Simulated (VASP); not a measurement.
# Zn (Fm-3m) in VASP: notebook

The runs below take Zn through single point, with r2SCAN+D3(BJ).

All numbers are computed with VASP 6.6.1; they aren't measurements. Logs are shortened: lines on timing, memory, paths and dates and some standing lists are left out, and cuts for length are marked.

### Step 1. The cell of the first run

Symmetry: Fm-3m, No. 225, cubic system. Conventional cell: a = 3.520 Å, b = 3.520 Å, c = 3.520 Å, α = 90.00°, β = 90.00°, γ = 90.00°. Zn (site symmetry m-3m) has 12 Zn at 2.49 Å within 3.3 Å.

This isn't the form of Zn at room conditions, which is hcp.

### Step 2. Single point, r2SCAN+D3(BJ)

POSCAR reads:

```
Zn
1.0
    0.0000000000      1.7598767415      1.7598767415
    1.7598767415      0.0000000000      1.7598767415
    1.7598767415      1.7598767415      0.0000000000
Zn
1
Direct
    0.0000000000      0.0000000000      0.0000000000
```

INCAR.step1 reads:

```
SYSTEM = Zn
ALGO = Normal
EDIFF = 1E-5
ENCUT = 550
GGA = PE
GGA_COMPAT = .FALSE.
ISMEAR = -1
LASPH = .TRUE.
LCHARG = .FALSE.
LREAL = .FALSE.
LWAVE = .TRUE.
NBANDS = 12
NELM = 120
PREC = Accurate
SIGMA = 0.1
```

INCAR.step2 reads:

```
SYSTEM = Zn
ALGO = Normal
EDIFF = 1E-6
ENCUT = 550
GGA_COMPAT = .FALSE.
ISIF = 2
ISMEAR = -1
ISTART = 1
IVDW = 12
LASPH = .TRUE.
LCHARG = .TRUE.
LELF = .TRUE.
LMIXTAU = .TRUE.
LREAL = .FALSE.
LVHAR = .TRUE.
LWAVE = .FALSE.
METAGGA = R2SCAN
NBANDS = 12
NELM = 120
PREC = Accurate
SIGMA = 0.1
VDW_A1 = 0.49484001
VDW_A2 = 5.73083694
VDW_S6 = 1.0
VDW_S8 = 0.78981345
```

KPOINTS reads:

```
k-points
0
G
  20 20 20
  0 0 0
```

Potentials or basis: VASP PAW PBE potentials, release 64 (Zn).

Started as:

```sh
$ cat potpaw_PBE.64/Zn/POTCAR > POTCAR
$ cp INCAR.step1 INCAR
$ mpirun -np 1 vasp_std > vasp.out
$ cp INCAR.step2 INCAR
$ mpirun -np 1 vasp_std > vasp.out
```

OUTCAR:

```text
SYSTEM = Zn
   EDIFF = 1E-6
   ENCUT = 550
   ISIF = 2
   ISMEAR = -1
   ISTART = 1
   IVDW = 12
   LASPH = .TRUE.
   LREAL = .FALSE.
   METAGGA = R2SCAN
   NELM = 120
   PREC = Accurate
 IVDW          = 12

 ion  position               nearest neighbor table
   1  0.000  0.000  0.000-

  LATTYP: Found a face centered cubic cell.
 ALAT       =     3.5197534830

  Lattice vectors:

 A1 = (   0.0000000000,   1.7598767415,   1.7598767415)
 A2 = (   1.7598767415,   0.0000000000,   1.7598767415)
 A3 = (   1.7598767415,   1.7598767415,   0.0000000000)

Analysis of symmetry for initial positions (statically):
=====================================================================
 Subroutine PRICEL returns:
 Original cell was already a primitive cell.

 Routine SETGRP: Setting up the symmetry group for a
 face centered cubic supercell.

 Subroutine GETGRP returns: Found 48 space group operations
 (whereof 48 operations were pure point group operations)
 out of a pool of 48 trial point group operations.

The static configuration has the point symmetry O_h .

Analysis of symmetry for dynamics (positions and initial velocities):
=====================================================================
 Subroutine PRICEL returns:
 Original cell was already a primitive cell.

 Routine SETGRP: Setting up the symmetry group for a
 face centered cubic supercell.

 Subroutine GETGRP returns: Found 48 space group operations
 (whereof 48 operations were pure point group operations)
 out of a pool of 48 trial point group operations.

The dynamic configuration has the point symmetry O_h .

 Subroutine INISYM returns: Found 48 space group operations
 (whereof 48 operations are pure point group operations),
 and found     1 'primitive' translations

----------------------------------------------------------------------------------------

                                     Primitive cell

  volume of cell :      10.9013

  direct lattice vectors                    reciprocal lattice vectors
     0.000000000  1.759876742  1.759876742    -0.284110806  0.284110806  0.284110806
     1.759876742  0.000000000  1.759876742     0.284110806 -0.284110806  0.284110806
     1.759876742  1.759876742  0.000000000     0.284110806  0.284110806 -0.284110806

  length of vectors
     2.488841556  2.488841556  2.488841556     0.492094351  0.492094351  0.492094351

  position of ions in fractional coordinates (direct lattice)
     0.000000000  0.000000000  0.000000000

  ion indices of the primitive-cell ions
   primitive index   ion index
[... 81 lines left out ...]
   POTIM  = 0.5000    time-step for ionic-motion
   TEBEG  =    0.0;   TEEND  =   0.0 temperature during run
   PSTRESS=    0.0 pullay stress
   NELECT =      12.0000    total number of electrons
   NUPDOWN=      -1.0000    fix difference up-down
   EMIN   =  10.00;   EMAX   =-10.00  energy-range for DOS
   EFERMI =   0.00;   METHOD = LEGACY
   ISMEAR =    -1;   SIGMA  =   0.10  broadening in eV -4-tet -1-fermi 0-gaus
   EFERMI_NEDOS =   21; number of points for ismear=-14 and -15
   IALGO  =     38    algorithm
   IMIX   =      4    mixing-type and parameters
     AMIX     =   0.40;   BMIX     =  1.00
     AMIX_MAG =   1.60;   BMIX_MAG =  1.00
  volume/ion in A,a.u.               =      10.90        73.57
  Fermi-wavevector in a.u.,A,eV,Ry     =   1.690349  3.194296 38.875642  2.857279
  Thomas-Fermi vector in A             =   2.772312
   LORBIT       =      0    0 simple, 1 ext, 2 COOP (PROOUT), +10 PAW based schemes
   METAGGA = R2SCAN    functional components
   LHFCALC =     F    Hartree Fock is set to
   AEXX    =    0.0000 exact exchange contribution
   IVDW    =    12    specifies the selected vdW correction
   LEPSILON=     F    determine dielectric tensor
   LRPA    =     F    only Hartree local field effects (RPA)
 non-spin polarized calculation
  energy-cutoff  :      550.00
  volume of cell :       10.90
 maximum number of plane-waves:       332
   NGX =  9   NGY =  9   NGZ =  9

 number of electron      11.9999986 magnetization

 Free energy of the ion-electron system (eV)
  ---------------------------------------------------
  ext. energy  EPLUGINS =         0.00000000
  ---------------------------------------------------
  free energy    TOTEN  =        -8.47528160 eV

  energy without entropy =       -8.46654501  energy(sigma->0) =       -8.47091331

 E-fermi :   5.9787     XC(G=0): -14.8264

 val. band max:        5.9452770618   @ k =  -0.4500   0.2000   0.0000
 cond. band min:       5.9936151376   @ k =   0.4500   0.0000   0.0000
 fundamental gap:      0.0483380758
 Fermi energy:         5.9787403027

 k-point     1 :       0.0000    0.0000    0.0000
  band No.  band energies     occupation
      1      -8.2197      2.00000
      2      -3.3748      2.00000
      3      -3.3748      2.00000
      4      -3.3748      2.00000
      5      -2.6697      2.00000
      6      -2.6697      2.00000
      7      28.0294      0.00000
      8      30.2441      0.00000
      9      30.2441      0.00000
     10      30.2441      0.00000
     11      32.3484      0.00000
     12      32.3484      0.00000
[... 331 lines left out ...]
 k-point    24 :      -0.3500    0.0500    0.0000
  band No.  band energies     occupation
      1      -4.9239      2.00000
      2      -3.3422      2.00000
      3      -3.3109      2.00000
      4      -2.5191      2.00000
      5      -2.3767      2.00000
      6      -1.5301      2.00000
      7       9.4422      0.00000
      8      23.9070      0.00000
      9      27.2192      0.00000
     10      27.5478      0.00000
     11      29.9942      0.00000
     12      32.1192      0.00000

 [... further k-points ...]

------------------------ aborting loop because EDIFF is reached ----------------------------------------

 Edisp (eV)   -0.26688

 E8    (eV) :    -0.0877

  FORCE on cell =-STRESS in cart. coord.  units (eV):
  Direction    XX          YY          ZZ          XY          YZ          ZX
  --------------------------------------------------------------------------------------
  -------------------------------------------------------------------------------------
  Total       3.00825     3.00825     3.00825     0.00000    -0.00000     0.00000
  in kB     442.12780   442.12780   442.12780     0.00000    -0.00000     0.00000
  external pressure =      442.13 kB  Pullay stress =        0.00 kB

 VOLUME and BASIS-vectors are now :
 -----------------------------------------------------------------------------
  energy-cutoff  :      550.00
  volume of cell :       10.90
      direct lattice vectors                 reciprocal lattice vectors
     0.000000000  1.759876742  1.759876742    -0.284110806  0.284110806  0.284110806
     1.759876742  0.000000000  1.759876742     0.284110806 -0.284110806  0.284110806
     1.759876742  1.759876742  0.000000000     0.284110806  0.284110806 -0.284110806

 POSITION                                       TOTAL-FORCE (eV/Angst)
 -----------------------------------------------------------------------------------
      0.00000      0.00000      0.00000         0.000000      0.000000      0.000000
 -----------------------------------------------------------------------------------
    total drift:                                0.000000      0.000000     -0.000000

  FREE ENERGIE OF THE ION-ELECTRON SYSTEM (eV)
  ---------------------------------------------------
  free  energy   TOTEN  =        -8.7421625638 eV

  energy  without entropy=       -8.7334259669  energy(sigma->0) =       -8.73779427
```

Run time: 53 s. Hardware: 1 thread of Intel Xeon 6975P-C (Granite Rapids), shared host; peak memory 0.16 GiB.

The run converged, but its numbers aren't listed here, since they failed a check.

Caveat: three body term missing; the cell stands under pressure; the PAW data sets were made with another functional, which shifts forces and pressure a little.

### Step 3. Single point, r2SCAN+D3(BJ)

This run uses another cell than the first one, of 11.57 Å³/atom.

POSCAR reads:

```
Zn
1.0
    0.0000000000      1.7951962240      1.7951962240
    1.7951962240      0.0000000000      1.7951962240
    1.7951962240      1.7951962240      0.0000000000
Zn
1
Direct
    0.0000000000      0.0000000000      0.0000000000
```

INCAR.step1 reads:

```
PREC = Accurate
ENCUT = 550
ISMEAR = -1
SIGMA = 0.1
LREAL = F
LASPH = T
NELM = 120
NBANDS = 12
GGA = PE
ALGO = Normal
EDIFF = 1E-5
LWAVE = T
LCHARG = F
GGA_COMPAT = F
```

INCAR.step2 reads:

```
PREC = Accurate
ENCUT = 550
EDIFF = 1E-6
ISMEAR = -1
SIGMA = 0.1
LREAL = F
LASPH = T
NELM = 120
ALGO = Normal
ISIF = 2
LWAVE = F
LCHARG = T
METAGGA = R2SCAN
LMIXTAU = T
IVDW = 12
VDW_S6 = 1.0
VDW_S8 = 0.78981345
VDW_A1 = 0.49484001
VDW_A2 = 5.73083694
LELF = T
LVHAR = T
NBANDS = 12
ISTART = 1
GGA_COMPAT = F
```

KPOINTS reads:

```
Automatic mesh
0
Gamma
  20 20 20
```

Potentials or basis: VASP PAW PBE potentials, release 64 (Zn).

Started as:

```sh
$ cat potpaw_PBE.64/Zn/POTCAR > POTCAR
$ cp INCAR.step1 INCAR
$ mpirun -np 1 vasp_std > vasp.out
$ cp INCAR.step2 INCAR
$ mpirun -np 1 vasp_std > vasp.out
```

Run time: 55 s. Hardware: 1 thread of Intel Xeon 6975P-C (Granite Rapids), shared host; peak memory 0.17 GiB.

Results (log left out):

| Item | Value |
| --- | --- |
| Free energy | -8.8937 eV |
| Pressure | 29.1 GPa |
| Band gap on the k mesh | zero (bands 6 and 7 overlap by 3.34 eV) |
| Dispersion energy per atom | -0.251 eV |

Levels at points of the mesh, in eV from the Fermi level:
```csv
k point,band 4,band 5,band 6,band 7,band 8,band 9
"(0.00, 0.00, 0.00)",-9.03,-8.40,-8.40,21.64,23.35,23.35
"(0.50, 0.00, 0.00)",-7.94,-7.94,-4.62,-0.98,19.63,19.63
"(0.50, 0.50, 0.00)",-7.82,-7.82,-2.06,2.83,10.32,10.32
```

Caveat: three body term missing; the cell stands under pressure; the PAW data sets were made with another functional, which shifts forces and pressure a little.

### Step 4. Single point, r2SCAN+D3(BJ)

This run uses another cell than the first one, of 12.52 Å³/atom.

POSCAR reads:

```
Zn
1.0
    0.0000000000      1.8429716171      1.8429716171
    1.8429716171      0.0000000000      1.8429716171
    1.8429716171      1.8429716171      0.0000000000
Zn
1
Direct
    0.0000000000      0.0000000000      0.0000000000
```

INCAR.step1 reads:

```
  PREC = Accurate
  ENCUT = 550
  ISMEAR = -1
  SIGMA = 0.1
  LREAL = False
  LASPH = True
  NELM = 120
  NBANDS = 12
  GGA = PE
  ALGO = Normal
  EDIFF = 1E-5
  LWAVE = True
  LCHARG = False
  GGA_COMPAT = False
```

INCAR.step2 reads:

```
  PREC = Accurate
  ENCUT = 550
  EDIFF = 1E-6
  ISMEAR = -1
  SIGMA = 0.1
  LREAL = False
  LASPH = True
  NELM = 120
  ALGO = Normal
  ISIF = 2
  LWAVE = False
  LCHARG = False
  METAGGA = R2SCAN
  LMIXTAU = True
  IVDW = 12
  VDW_S6 = 1.0
  VDW_S8 = 0.78981345
  VDW_A1 = 0.49484001
  VDW_A2 = 5.73083694
  NBANDS = 12
  ISTART = 1
  GGA_COMPAT = False
```

KPOINTS reads:

```
regular mesh
0
Gamma
  20 20 20
```

Started as:

```sh
$ cat potpaw_PBE.64/Zn/POTCAR > POTCAR
$ cp INCAR.step1 INCAR
$ mpirun -np 1 vasp_std > vasp.out
$ cp INCAR.step2 INCAR
$ mpirun -np 1 vasp_std > vasp.out
```

Run time: 54 s. Hardware: 1 thread of Intel Xeon 6975P-C (Granite Rapids), shared host; peak memory 0.17 GiB.

Results (log left out):

```yaml
Free_energy: -9.0180 eV
Pressure: 14.2 GPa
Band_gap_on_the_k_mesh: zero (bands 6 and 7 overlap by 3.45 eV)
Dispersion_energy_per_atom: -0.232 eV
```

Levels at points of the mesh, in eV from the Fermi level:
```tsv
k point	band 2	band 3	band 4	band 5	band 6	band 7	band 8	band 9	band 10	band 11
(0.00, 0.00, 0.00)	-8.66	-8.66	-8.66	-8.11	-8.11	21.07	22.15	22.15	22.15	24.35
(0.50, 0.00, 0.00)	-8.67	-8.67	-7.71	-7.71	-4.14	-1.11	18.56	18.56	19.50	21.80
(0.50, 0.50, 0.00)	-9.59	-7.73	-7.61	-7.61	-1.75	2.56	9.90	9.90	13.60	16.22
```

Caveat: three body term missing; the cell stands under pressure; the PAW data sets were made with another functional, which shifts forces and pressure a little.

### Step 5. Single point, r2SCAN+D3(BJ)

This run uses another cell than the first one, of 14.12 Å³/atom.

POSCAR reads:

```
Zn
1.0
    0.0000000000      1.9184776756      1.9184776756
    1.9184776756      0.0000000000      1.9184776756
    1.9184776756      1.9184776756      0.0000000000
Zn
1
Direct
    0.0000000000      0.0000000000      0.0000000000
```

INCAR.step1 reads:

```
PREC     = Accurate       # precision mode
ENCUT    = 550            # plane-wave cutoff, eV
ISMEAR   = -1             # smearing method
SIGMA    = 0.1            # smearing width, eV
LREAL    = False          # projectors in reciprocal space
LASPH    = True           # aspherical terms in the spheres
NELM     = 120            # most SCF steps
NBANDS   = 12             # bands
GGA      = PE             # functional
ALGO     = Normal         # electronic algorithm
EDIFF    = 1E-5           # SCF threshold, eV
LWAVE    = True           # write WAVECAR
LCHARG   = False          # write CHGCAR
GGA_COMPAT= False
```

INCAR.step2 reads:

```
PREC     = Accurate       # precision mode
ENCUT    = 550            # plane-wave cutoff, eV
EDIFF    = 1E-6           # SCF threshold, eV
ISMEAR   = -1             # smearing method
SIGMA    = 0.1            # smearing width, eV
LREAL    = False          # projectors in reciprocal space
LASPH    = True           # aspherical terms in the spheres
NELM     = 120            # most SCF steps
ALGO     = Normal         # electronic algorithm
ISIF     = 2              # what is computed and relaxed
LWAVE    = False          # write WAVECAR
LCHARG   = False          # write CHGCAR
METAGGA  = R2SCAN         # meta-GGA
LMIXTAU  = True         
IVDW     = 12             # dispersion correction
VDW_S6   = 1.0          
VDW_S8   = 0.78981345   
VDW_A1   = 0.49484001   
VDW_A2   = 5.73083694   
NBANDS   = 12             # bands
ISTART   = 1            
GGA_COMPAT= False
```

KPOINTS is that of step 4.

Started as:

```sh
$ cat potpaw_PBE.64/Zn/POTCAR > POTCAR
$ cp INCAR.step1 INCAR
$ mpirun -np 1 vasp_std > vasp.out
$ cp INCAR.step2 INCAR
$ mpirun -np 1 vasp_std > vasp.out
```

Wall time 54 s (1 thread of Intel Xeon 6975P-C (Granite Rapids), shared host); peak memory 0.18 GiB.

It converged, with:

```
Free energy                : -9.0773 eV
Pressure                   : -0.5 GPa
Band gap on the k mesh     : zero (bands 6 and 7 overlap by 3.59 eV)
Dispersion energy per atom : -0.205 eV
```

Levels at points of the mesh, in eV from the Fermi level:
```
           k point  band 3  band 4  band 5  band 6  band 7  band 8  band 9  band 10
(0.00, 0.00, 0.00)   -8.19   -8.19   -7.75   -7.75   20.20   20.36   20.36    20.36
(0.50, 0.00, 0.00)   -8.20   -7.42   -7.42   -3.47   -1.29   17.01   17.01    18.75
(0.50, 0.50, 0.00)   -7.44   -7.34   -7.34   -1.34    2.15    9.28    9.28    12.79
```

Caveat: three body term missing; the PAW data sets were made with another functional, which shifts forces and pressure a little.

### Step 6. The runs side by side

| cell | gap on the mesh (eV) | pressure (GPa) |
| --- | --- | --- |
| a = 2.539 Å, angles 60.0°, 1 atom | none | 29.1 |
| a = 2.606 Å, angles 60.0°, 1 atom | none | 14.2 |
| a = 2.713 Å, angles 60.0°, 1 atom | none | -0.5 |

Alike in all rows: task single point; level r2SCAN+D3(BJ); potentials or basis VASP PAW PBE potentials, release 64 (Zn); no spin polarisation; k mesh 20 × 20 × 20; cutoff (eV) 550; smearing fermi-dirac 0.1 eV.

Caveats: three body term missing; the PAW data sets were made with another functional, which shifts forces and pressure a little; the cell stands under pressure (at least some runs).

Total energies depend on the potentials used, so only differences within one code and one set of settings carry meaning.
